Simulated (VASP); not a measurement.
# TaN (I4mm) in VASP: a series of runs

Runs on TaN. Level: LDA. Tasks: single point.

Program: VASP 6.6.1. These are calculated values, not measurements. Logs are shortened: lines on timing, memory, paths and dates and some standing lists are left out, and cuts for length are marked.

### 1 The cell of the first run

Symmetry: I4mm, No. 107, tetragonal system. Conventional cell: a = 3.151 Å, b = 3.151 Å, c = 4.456 Å, α = 90.00°, β = 90.00°, γ = 90.00°. Ta (site symmetry 4mm) has 6 N at 2.09 to 2.36 Å within 2.8 Å. N (site symmetry 4mm) has 6 Ta at 2.09 to 2.36 Å within 2.8 Å.

### 2 Single point, LDA (atoms displaced along a vibrational mode, the cell strained)

INCAR reads:

```
SYSTEM = TaN
  PREC = Accurate
  ENCUT = 520
  EDIFF = 1E-6
  ISMEAR = 0
  SIGMA = 0.15
  LREAL = .FALSE.
  LASPH = .TRUE.
  NELM = 100
  ALGO = Normal
  ISIF = 2
  LWAVE = .FALSE.
  LCHARG = .FALSE.
  NBANDS = 15
```

KPOINTS reads:

```
Automatic mesh
0
G
  18 18 18
  0 0 0
```

POSCAR reads:

```
TaN
1.0
    0.0000000000      2.2281815418      2.2281815418
    2.2281815418      0.0000000000      2.2281815418
    2.2281815418      2.2281815418      0.0000000000
Ta N
1 1
Direct
    0.4978278253      0.5021721747      0.5021721747
    0.0280609990     -0.0280609990     -0.0280609990
```

Potentials or basis: VASP PAW LDA potentials, release 64 (Ta_pv, N).

On the command line:

```console
> cat potpaw_LDA.64/Ta_pv/POTCAR potpaw_LDA.64/N/POTCAR > POTCAR
> mpirun -np 1 vasp_std > vasp.out
```

OUTCAR:

```text
SYSTEM = TaN
   PREC = Accurate
   ENCUT = 520
   EDIFF = 1E-6
   ISMEAR = 0
   LREAL = .FALSE.
   LASPH = .TRUE.
   NELM = 100
   ISIF = 2

 ion  position               nearest neighbor table
   1  0.498  0.502  0.502-   2 2.09   2 2.23   2 2.23   2 2.23   2 2.23   2 2.36
   2  0.028  0.972  0.972-   1 2.09   1 2.23   1 2.23   1 2.23   1 2.23   1 2.36

  LATTYP: Found a face centered cubic cell.
 ALAT       =     4.4563630836

  Lattice vectors:

 A1 = (   0.0000000000,   2.2281815418,   2.2281815418)
 A2 = (   2.2281815418,   0.0000000000,   2.2281815418)
 A3 = (   2.2281815418,   2.2281815418,   0.0000000000)

Analysis of symmetry for initial positions (statically):
=====================================================================
 Subroutine PRICEL returns:
 Original cell was already a primitive cell.

 Routine SETGRP: Setting up the symmetry group for a
 face centered cubic supercell.

 Subroutine GETGRP returns: Found  8 space group operations
 (whereof  8 operations were pure point group operations)
 out of a pool of 48 trial point group operations.

The static configuration has the point symmetry C_4v.

Analysis of symmetry for dynamics (positions and initial velocities):
=====================================================================
 Subroutine PRICEL returns:
 Original cell was already a primitive cell.

 Routine SETGRP: Setting up the symmetry group for a
 face centered cubic supercell.

 Subroutine GETGRP returns: Found  8 space group operations
 (whereof  8 operations were pure point group operations)
 out of a pool of 48 trial point group operations.

The dynamic configuration has the point symmetry C_4v.

 Subroutine INISYM returns: Found  8 space group operations
 (whereof  8 operations are pure point group operations),
 and found     1 'primitive' translations

----------------------------------------------------------------------------------------

                                     Primitive cell

  volume of cell :      22.1249

  direct lattice vectors                    reciprocal lattice vectors
     0.000000000  2.228181542  2.228181542    -0.224398233  0.224398233  0.224398233
     2.228181542  0.000000000  2.228181542     0.224398233 -0.224398233  0.224398233
     2.228181542  2.228181542  0.000000000     0.224398233  0.224398233 -0.224398233

  length of vectors
     3.151124556  3.151124556  3.151124556     0.388669140  0.388669140  0.388669140

  position of ions in fractional coordinates (direct lattice)
     0.497827825  0.502172175  0.502172175
     0.028060999  0.971939001  0.971939001

  ion indices of the primitive-cell ions
   primitive index   ion index
                 1           1
                 2           2

----------------------------------------------------------------------------------------

 KPOINTS: Automatic mesh

Automatic generation of k-mesh.
 Grid dimensions read from file:
 generate k-points for:   18   18   18

 Generating k-lattice:

  Cartesian coordinates                     Fractional coordinates (reciprocal lattice)
    -0.012466568  0.012466568  0.012466568     0.055555556  0.000000000  0.000000000
     0.012466568 -0.012466568  0.012466568     0.000000000  0.055555556  0.000000000
     0.012466568  0.012466568 -0.012466568     0.000000000  0.000000000  0.055555556

  Length of vectors
     0.021592730  0.021592730  0.021592730

  Shift w.r.t. Gamma in fractional coordinates (k-lattice)
     0.000000000  0.000000000  0.000000000

 Subroutine IBZKPT returns following result:
 ===========================================

 Found    480 irreducible k-points:

 Following reciprocal coordinates:
            Coordinates               Weight
  0.000000  0.000000  0.000000      1.000000
  0.055556  0.000000  0.000000      8.000000
  0.111111  0.000000  0.000000      8.000000
  0.166667  0.000000  0.000000      8.000000
  0.222222  0.000000  0.000000      8.000000
  0.277778  0.000000  0.000000      8.000000
[... 16 lines left out ...]
  0.388889  0.055556  0.000000     16.000000
  0.000000  0.388889  0.055556      8.000000
 [... further k-points ...]
   k-points           NKPTS =    480   k-points in BZ     NKDIM =    480   number of bands    NBANDS=     15
   number of dos      NEDOS =    301   number of ions     NIONS =      2
   total plane-waves  NPLWV =  13824
   dimension x,y,z NGX =    24 NGY =   24 NGZ =   24
   dimension x,y,z NGXF=    48 NGYF=   48 NGZF=   48
   ions per type =               1   1
   NGX,Y,Z   is equivalent  to a cutoff of  12.66, 12.66, 12.66 a.u.
   NGXF,Y,Z  is equivalent  to a cutoff of  25.32, 25.32, 25.32 a.u.
 SYSTEM =  TaN
   PREC   = accura    normal or accurate (medium, high low for compatibility)
   ISTART =      0    job   : 0-new  1-cont  2-samecut
   ICHARG =      2    charge: 1-file 2-atom 10-const
   ISPIN  =      1    spin polarized calculation?
   LNONCOLLINEAR =      F non collinear calculations
   LSORBIT =      F    spin-orbit coupling
   LASPH  =      T    aspherical Exc in radial PAW
   ENCUT  =  520.0 eV  38.22 Ry    6.18 a.u.   5.86  5.86  5.86*2*pi/ulx,y,z
   NELM   =    100;   NELMIN=  2; NELMDL= -5     # of ELM steps
   EDIFF  = 0.1E-05   stopping-criterion for ELM
   LREAL  =      F    real-space projection
   EDIFFG = 0.1E-04   stopping-criterion for IOM
   NSW    =      0    number of steps for IOM
   IBRION =     -1    ionic relax: 0-MD 1-quasi-New 2-CG
   NFREE  =      0    steps in history (QN), initial steepest desc. (CG)
   ISIF   =      2    stress and relaxation
   ISYM   =      2    0-nonsym 1-usesym 2-fastsym
   POTIM  = 0.5000    time-step for ionic-motion
   TEBEG  =    0.0;   TEEND  =   0.0 temperature during run
   PSTRESS=    0.0 pullay stress
   NELECT =      16.0000    total number of electrons
   NUPDOWN=      -1.0000    fix difference up-down
   EMIN   =  10.00;   EMAX   =-10.00  energy-range for DOS
   EFERMI =   0.00;   METHOD = LEGACY
   ISMEAR =     0;   SIGMA  =   0.15  broadening in eV -4-tet -1-fermi 0-gaus
   EFERMI_NEDOS =   21; number of points for ismear=-14 and -15
   IALGO  =     38    algorithm
   IMIX   =      4    mixing-type and parameters
     AMIX     =   0.40;   BMIX     =  1.00
     AMIX_MAG =   1.60;   BMIX_MAG =  1.00
  volume/ion in A,a.u.               =      11.06        74.65
  Fermi-wavevector in a.u.,A,eV,Ry     =   1.469448  2.776854 29.378757  2.159278
  Thomas-Fermi vector in A             =   2.584824
   LORBIT       =      0    0 simple, 1 ext, 2 COOP (PROOUT), +10 PAW based schemes
   GGA     = CA    functional components
   LHFCALC =     F    Hartree Fock is set to
   AEXX    =    0.0000 exact exchange contribution
   IVDW    =     0    specifies the selected vdW correction
   LEPSILON=     F    determine dielectric tensor
   LRPA    =     F    only Hartree local field effects (RPA)
 non-spin polarized calculation
 Gauss-broadening in eV      SIGMA  =   0.15
  energy-cutoff  :      520.00
  volume of cell :       22.12
 maximum number of plane-waves:       609
   NGX = 11   NGY = 11   NGZ = 11

 number of electron      16.0000000 magnetization

 Free energy of the ion-electron system (eV)
  ---------------------------------------------------
  ext. energy  EPLUGINS =         0.00000000
  ---------------------------------------------------
  free energy    TOTEN  =       -23.99700222 eV

  energy without entropy =      -23.98764353  energy(sigma->0) =      -23.99232287

 E-fermi :   8.9004     XC(G=0): -13.4397

 val. band max:        8.8959962196   @ k =   0.0000   0.2778   0.0556
 cond. band min:       8.9098334175   @ k =   0.0000   0.2222   0.1111
 fundamental gap:      0.0138371979
 Fermi energy:         8.9004495821

 k-point     1 :       0.0000    0.0000    0.0000
  band No.  band energies     occupation
      1     -26.6764      2.00000
      2     -26.6621      2.00000
      3     -26.6621      2.00000
      4      -9.3423      2.00000
      5       4.8743      2.00000
      6       4.8743      2.00000
      7       4.9102      2.00000
      8       6.9377      2.00000
      9       7.3824      2.00000
     10       7.3824      2.00000
     11       8.9490      0.64724
     12       9.4579      0.00000
     13      10.2856      0.00000
     14      18.3618      0.00000
     15      20.2914      0.00000

 k-point     2 :       0.0556    0.0000    0.0000
  band No.  band energies     occupation
      1     -26.6941      2.00000
      2     -26.6711      2.00000
      3     -26.6644      2.00000
      4      -9.2713      2.00000
      5       4.3831      2.00000
      6       4.6954      2.00000
      7       4.9475      2.00000
      8       6.9664      2.00000
      9       7.3751      2.00000
     10       7.4433      2.00000
     11       9.2910      0.00023
     12       9.7405      0.00000
     13      10.5285      0.00000
     14      18.5832      0.00000
     15      20.2914      0.00000

 k-point     3 :       0.1111    0.0000    0.0000
  band No.  band energies     occupation
      1     -26.7620      2.00000
      2     -26.6794      2.00000
      3     -26.6711      2.00000
      4      -9.0649      2.00000
      5       3.6315      2.00000
      6       4.2436      2.00000
      7       4.5202      2.00000
      8       7.1424      2.00000
      9       7.4896      2.00000
     10       7.6146      2.00000
     11      10.0877      0.00000
     12      10.4362      0.00000
     13      11.1526      0.00000
     14      19.2061      0.00000
     15      20.2912      0.00000
[... 343 lines left out ...]
 k-point    23 :       0.3889    0.0556    0.0000
  band No.  band energies     occupation
      1     -27.3033      2.00000
      2     -26.7473      2.00000
      3     -26.7328      2.00000
      4      -7.0866      2.00000
      5      -0.2076      2.00000
      6       1.9316      2.00000
      7       2.2009      2.00000
      8       8.8393      1.43545
      9      10.0867      0.00000
     10      10.2498      0.00000
     11      13.5737      0.00000
     12      14.5127      0.00000
     13      15.3862      0.00000
     14      19.9997      0.00000
     15      20.3487      0.00000

 k-point    24 :       0.0000    0.3889    0.0556
  band No.  band energies     occupation
      1     -27.3050      2.00000
      2     -26.7401      2.00000
      3     -26.7389      2.00000
      4      -7.0818      2.00000
      5      -0.2092      2.00000
      6       1.9783      2.00000
      7       2.1385      2.00000
      8       8.9102      0.92705
      9      10.0912      0.00000
     10      10.2532      0.00000
     11      13.4799      0.00000
     12      14.2624      0.00000
     13      15.6728      0.00000
     14      20.0506      0.00000
     15      20.3598      0.00000

 [... further k-points ...]
[... 5 lines left out ...]
  --------------------------------------------------------------------------------------
  -------------------------------------------------------------------------------------
  Total       -1.9924446     -2.9983335     -2.9983335      0.0000000      0.0000000      0.0000000
  in kB     -144.2829890   -217.1244888   -217.1244888      0.0000000      0.0000000      0.0000000
  external PRESSURE =    -192.8439889 kB  Pullay stress =       0.0000000 kB

 VOLUME and BASIS-vectors are now :
 -----------------------------------------------------------------------------
  energy-cutoff  :      520.00
  volume of cell :       22.12
      direct lattice vectors                 reciprocal lattice vectors
     0.000000000  2.228181542  2.228181542    -0.224398233  0.224398233  0.224398233
     2.228181542  0.000000000  2.228181542     0.224398233 -0.224398233  0.224398233
     2.228181542  2.228181542  0.000000000     0.224398233  0.224398233 -0.224398233

 POSITION                                       TOTAL-FORCE (eV/Angst)
 -----------------------------------------------------------------------------------
      2.23786      2.22818      2.22818        -0.852203      0.000000      0.000000
      4.33131      2.22818      2.22818         0.852203      0.000000      0.000000
 -----------------------------------------------------------------------------------
    total drift:                                0.000152      0.000000      0.000000

  FREE ENERGIE OF THE ION-ELECTRON SYSTEM (eV)
  ---------------------------------------------------
  free  energy   TOTEN  =       -23.9970022181 eV

  energy  without entropy=      -23.9876435258  energy(sigma->0) =      -23.99232287
```

Wall time 1.9 min (1 thread of Intel Xeon 8259CL, shared host); peak memory 0.27 GiB.

What came out:

```
Free energy            : -23.9970 eV
Pressure               : -19.3 GPa
Largest force          : 0.852 eV/Å
Band gap on the k mesh : zero (bands 8 and 9 overlap by 3.37 eV)
```

Forces on the atoms (eV/Å):
```
Ta  -0.852  0.000  0.000
N    0.852  0.000  0.000
```

Caveat: the cell differs from its parent crystal (atoms displaced along a vibrational mode, the cell strained); the cell stands under tension; spin-orbit coupling is left out, which moves the levels of the heavy elements.

### 3 Single point, LDA (atoms displaced along a vibrational mode, the cell strained)

INCAR reads:

```
  PREC = Accurate
  ENCUT = 520
  EDIFF = 1E-6
  ISMEAR = 0
  SIGMA = 0.15
  LREAL = False
  LASPH = True
  NELM = 100
  ALGO = Normal
  ISIF = 2
  LWAVE = False
  LCHARG = False
  NBANDS = 15
```

KPOINTS reads:

```
Automatic mesh
0
Gamma
  18 18 18
```

POSCAR reads:

```
TaN
1.0
    0.0000000000      2.2281815418      2.2281815418
    2.2281815418      0.0000000000      2.2281815418
    2.2281815418      2.2281815418      0.0000000000
Ta N
1 1
Direct
    0.4967417379      0.5032582621      0.5032582621
    0.0420914985     -0.0420914985     -0.0420914985
```

Potentials or basis: VASP PAW LDA potentials, release 64 (Ta_pv, N).

On the command line:

```console
> cat potpaw_LDA.64/Ta_pv/POTCAR potpaw_LDA.64/N/POTCAR > POTCAR
> mpirun -np 1 vasp_std > vasp.out
```

Run time: 2 min. Hardware: 1 thread of Intel Xeon 8259CL, shared host; peak memory 0.26 GiB.

Results (log left out):

| Item | Value |
| --- | --- |
| Free energy | -23.9174 eV |
| Pressure | -15.8 GPa |
| Largest force | 1.554 eV/Å |
| Band gap on the k mesh | zero (bands 8 and 9 overlap by 3.05 eV) |

Forces in eV/Å, atoms in the order of the input:
```
Ta  -1.554  0.000  0.000
N    1.554  0.000  0.000
```

Stress tensor (GPa, compression positive):
```
 -4.54   0.00   0.00
  0.00 -21.42   0.00
  0.00   0.00 -21.42
```

Levels at points of the mesh, in eV from the Fermi level:
```tsv
k point	band 6	band 7	band 8	band 9	band 10	band 11
(0.00, 0.00, 0.00)	-4.34	-4.31	-1.88	-1.04	-1.04	0.13
(0.50, 0.00, 0.00)	-7.17	-7.11	1.64	1.89	1.94	3.70
(0.50, 0.50, 0.00)	-6.25	-4.56	-3.10	2.34	3.40	3.43
(0.00, 0.50, 0.50)	-5.09	-4.41	-4.41	2.10	3.39	3.39
```

Caveat: the cell differs from its parent crystal (atoms displaced along a vibrational mode, the cell strained); the cell stands under tension; spin-orbit coupling is left out, which moves the levels of the heavy elements; forces of over 1 eV/Å act on the atoms, so gaps and moduli don't describe the material at rest.

### 4 Single point, LDA (atoms displaced along a vibrational mode, the cell strained)

INCAR reads:

```
PREC     = Accurate       # precision mode
ENCUT    = 520            # plane-wave cutoff, eV
EDIFF    = 1E-6           # SCF threshold, eV
ISMEAR   = 0              # smearing method
SIGMA    = 0.15           # smearing width, eV
LREAL    = F              # projectors in reciprocal space
LASPH    = T              # aspherical terms in the spheres
NELM     = 60             # most SCF steps
ALGO     = Normal         # electronic algorithm
ISIF     = 2              # what is computed and relaxed
LWAVE    = F              # write WAVECAR
LCHARG   = F              # write CHGCAR
GGA      = CA             # functional
NBANDS   = 15             # bands
```

KPOINTS reads:

```
regular mesh
0
Gamma
  18 18 18
```

POSCAR reads:

```
TaN
1.0
    0.0000000000      2.1194897592      2.1194897592
    2.1194897592      0.0000000000      2.1194897592
    2.1194897592      2.1194897592      0.0000000000
Ta N
1 1
Direct
    0.4978278253      0.5021721747      0.5021721747
    0.0280609990     -0.0280609990     -0.0280609990
```

On the command line:

```console
> cat potpaw_LDA.64/Ta_pv/POTCAR potpaw_LDA.64/N/POTCAR > POTCAR
> mpirun -np 1 vasp_std > vasp.out
```

Wall time 1.7 min (1 thread of Intel Xeon 8259CL, shared host); peak memory 0.25 GiB.

Results (log left out):

```yaml
Free_energy: -23.8648 eV
Pressure: 40.7 GPa
Largest_force: 1.893 eV/Å
Band_gap_on_the_k_mesh: zero (bands 8 and 9 overlap by 4.19 eV)
```

Forces in eV/Å, atoms in the order of the input:
```
Ta  -1.893  0.000  0.000
N    1.893  0.000  0.000
```

Stress tensor (GPa, compression positive):
```
49.06  0.00  0.00
 0.00 36.52  0.00
 0.00  0.00 36.52
```

Levels at points of the mesh, in eV from the Fermi level:
```
           k point  band 5  band 6  band 7  band 8  band 9  band 10  band 11  band 12
(0.00, 0.00, 0.00)   -4.58   -4.58   -4.46   -2.40   -1.84    -1.84     0.08     0.66
(0.50, 0.00, 0.00)  -11.19   -8.36   -8.31    2.16    2.32     2.36     4.29     8.37
(0.50, 0.50, 0.00)   -6.87   -6.68   -4.84   -4.07    2.64     4.23     4.25     5.79
(0.00, 0.50, 0.50)   -6.59   -6.24   -4.78   -4.78    2.51     4.23     4.23     5.48
```

Caveat: the cell differs from its parent crystal (atoms displaced along a vibrational mode, the cell strained); the cell stands under pressure; spin-orbit coupling is left out, which moves the levels of the heavy elements; forces of over 1 eV/Å act on the atoms, so gaps and moduli don't describe the material at rest.

[end of part 1 of 2]
